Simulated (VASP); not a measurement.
A run of VASP 6.6.1:

Contents of INCAR:

```
PREC = Accurate
ENCUT = 520
EDIFF = 1E-7
ISMEAR = 0
SIGMA = 0.1
LREAL = False
LASPH = True
NELM = 80
ALGO = Normal
ISIF = 2
LWAVE = False
LCHARG = True
GGA = PS
LELF = True
LVHAR = True
NBANDS = 29
```

KPOINTS

```
Automatic mesh
0
Gamma
  5 5 5
```

POSCAR

```
LiIn3
1.0
    4.4166852861      0.0000000000      0.0000000000
    0.0000000000      4.4166852861      0.0000000000
    0.0000000000      0.0000000000      4.4166852861
Li In
1 3
Direct
    0.5000000000      0.5000000000      0.5000000000
    0.5000000000      0.0000000000      0.0000000000
    0.0000000000      0.5000000000      0.0000000000
    0.0000000000      0.0000000000      0.5000000000
```

Potentials or basis: VASP PAW PBE potentials, release 64 (Li_sv, In_d).

Command:

```sh
$ cat potpaw_PBE.64/Li_sv/POTCAR potpaw_PBE.64/In_d/POTCAR > POTCAR
$ mpirun -np 1 vasp_std > vasp.out
```

Hardware: 1 thread of Intel(R) Xeon(R) 6975P-C (Granite Rapids), with other jobs on the host.

Question: How long does it take, and how much memory?

Answer: Wall time 16 s on 1 thread of Intel(R) Xeon(R) 6975P-C (Granite Rapids), with other jobs on the host, peak memory 0.2 GiB. Counts: scf iterations 14, k points 10.
